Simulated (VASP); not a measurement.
Write the native input for VASP 6.6.1 that does the following.

| Property | Result |
| --- | --- |
| Task | single point |
| Functional | LDA |
| Potentials or basis | VASP PAW LDA potentials, release 64 (In_d, As) |
| Cutoff | 520 eV |
| k mesh | 12 × 12 × 12 |
| Occupations | gaussian, width 0.1 eV |
| Spin | no spin polarisation |
| Dipole correction | no |
| Further INCAR settings | ALGO = Normal; EDIFF = 1e-07; NBANDS = 16 |

The structure of InAs lies in POSCAR:

```
InAs
1.0
    0.0000000000      3.0132360717      3.0132360717
    3.0132360717      0.0000000000      3.0132360717
    3.0132360717      3.0132360717      0.0000000000
In As
1 1
Direct
    0.0000000000      0.0000000000      0.0000000000
    0.2500000000      0.2500000000      0.2500000000
```

These files were run (other wordings do the same):

INCAR

```
PREC = Accurate
ENCUT = 520
EDIFF = 1E-7
ISMEAR = 0
SIGMA = 0.1
LREAL = False
LASPH = True
NELM = 60
ALGO = Normal
ISIF = 2
LWAVE = False
LCHARG = True
GGA = CA
LELF = True
LVHAR = True
NBANDS = 16
```

KPOINTS

```
Automatic mesh
0
Gamma
  12 12 12
```

Potentials or basis: VASP PAW LDA potentials, release 64 (In_d, As).

Launch:

```bash
$ cat potpaw_LDA.64/In_d/POTCAR potpaw_LDA.64/As/POTCAR > POTCAR
$ mpirun -np 1 vasp_std > vasp.out
```

It gave:

* Pressure: 0.1 GPa
* Band gap on the k mesh: zero (filled and empty bands touch)

Caveat: semilocal functionals underestimate gaps, and a narrow one can read as zero; spin-orbit coupling is left out, which moves the levels of the heavy elements.

It took 110 s on 1 thread of AMD EPYC 7R13, on a shared host, peak memory 0.17 GiB.
